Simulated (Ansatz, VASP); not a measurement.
SrO in VASP and in Ansatz

The input INCAR:

```
SYSTEM = SrO
PREC     = Accurate       ! precision mode
ENCUT    = 520            ! plane-wave cutoff, eV
EDIFF    = 1E-6           ! SCF threshold, eV
ISMEAR   = 0              ! smearing method
SIGMA    = 0.02           ! smearing width, eV
LREAL    = .False.        ! projectors in reciprocal space
LASPH    = .True.         ! aspherical terms in the spheres
NELM     = 60             ! most SCF steps
ALGO     = Normal         ! electronic algorithm
ISIF     = 2              ! what is computed and relaxed
LWAVE    = .False.        ! write WAVECAR
LCHARG   = .False.        ! write CHGCAR
GGA      = PE             ! functional
NBANDS   = 15             ! bands
```

File KPOINTS:

```
regular mesh
0
Gamma
  8 8 8
  0 0 0
```

The input POSCAR:

```
SrO
1.0
    0.0000000000      2.4697833840      2.4697833840
    2.4697833840      0.0000000000      2.4697833840
    2.4697833840      2.4697833840      0.0000000000
Sr O
1 1
Direct
    0.0000000000      0.0000000000      0.0000000000
    0.5000000000      0.5000000000      0.5000000000
```

Input for Ansatz:

```yaml
crystal:
  lattice:
    - [0.0, 2.469783384, 2.469783384]
    - [2.469783384, 0.0, 2.469783384]
    - [2.469783384, 2.469783384, 0.0]
  atoms:
    - { symbol: Sr, position: [0.0, 0.0, 0.0] }
    - { symbol: O, position: [0.5, 0.5, 0.5] }
basis:
  ecutwfc: 420
kpoints:
  mp_grid: { grid: [8, 8, 8] }
hamiltonian:
  xc: pbe
scf:
  occupations: { method: gaussian, width: 0.02 }
output:
  forces: true
  stress: true
  eigenvalues: true
```

Alike in both runs: task single point; functional PBE; k mesh 8 × 8 × 8; occupations gaussian, width 0.02 eV; no spin polarisation.

|  | VASP | Ansatz |
| --- | --- | --- |
| version | VASP 6.6.1 | Ansatz 0.2.0 |
| potentials or method | VASP PAW PBE potentials, release 64 (Sr_sv, O), cutoff 520 eV | scalar-relativistic, plane waves, PAW |
| valence electrons in the cell | 16 | 16 |

Ansatz gave:

| Property | Result |
| --- | --- |
| gap on the k mesh at the Fermi level (eV) | 3.19 |
| least direct gap on the mesh (eV) | 3.19 |
| pressure (GPa) | 18.0 |

**Question.** What did VASP give for the same quantities?

**Answer.** gap on the k mesh at the Fermi level (eV): 3.14; least direct gap on the mesh (eV): 3.14; pressure (GPa): 19.0.
